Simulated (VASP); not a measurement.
A run of VASP 6.6.1 is set up as follows.

INCAR

```
SYSTEM = Sb4P
ALGO = Normal ; EDIFF = 1E-6
ENCUT = 520 ; GGA = PE
ISIF = 2 ; ISMEAR = 0
LASPH = .TRUE. ; LCHARG = .FALSE.
LREAL = .FALSE. ; LWAVE = .FALSE.
NBANDS = 20 ; NELM = 100
PREC = Accurate ; SIGMA = 0.1
```

Contents of KPOINTS:

```
k-points
0
G
  10 10 10
  0 0 0
```

POSCAR

```
Sb4P
1.0
   -2.7550901911      2.7550901911      4.4400226906
    2.7550901911     -2.7550901911      4.4400226906
    2.7550901911      2.7550901911     -4.4400226906
Sb P
4 1
Direct
    0.3188824891      0.3188824891      0.0000000000
    0.6811175109      0.6811175109      0.0000000000
    0.5000000000      0.0000000000      0.5000000000
    0.0000000000      0.5000000000      0.5000000000
    0.0000000000      0.0000000000      0.0000000000
```

Potentials or basis: VASP PAW PBE potentials, release 64 (Sb, P).

Command:

```bash
$ cat potpaw_PBE.64/Sb/POTCAR potpaw_PBE.64/P/POTCAR > POTCAR
$ mpirun -np 1 vasp_std > vasp.out
```

Question: Estimate the band gap on the k mesh.

Answer: Zero (an odd number of electrons rules out a gap without spin polarisation).

Question: Estimate the pressure.

Answer: -0.1 GPa.

Question: What does it give for the largest force?

Answer: 0.004 eV/Å.

Forces on the atoms (eV/Å):
```
Sb   0.000  0.000  0.004
Sb   0.000  0.000 -0.004
Sb   0.000  0.000  0.000
Sb   0.000  0.000  0.000
P    0.000  0.000  0.000
```

Caveat: spin-orbit coupling is left out, which moves the levels of the heavy elements.
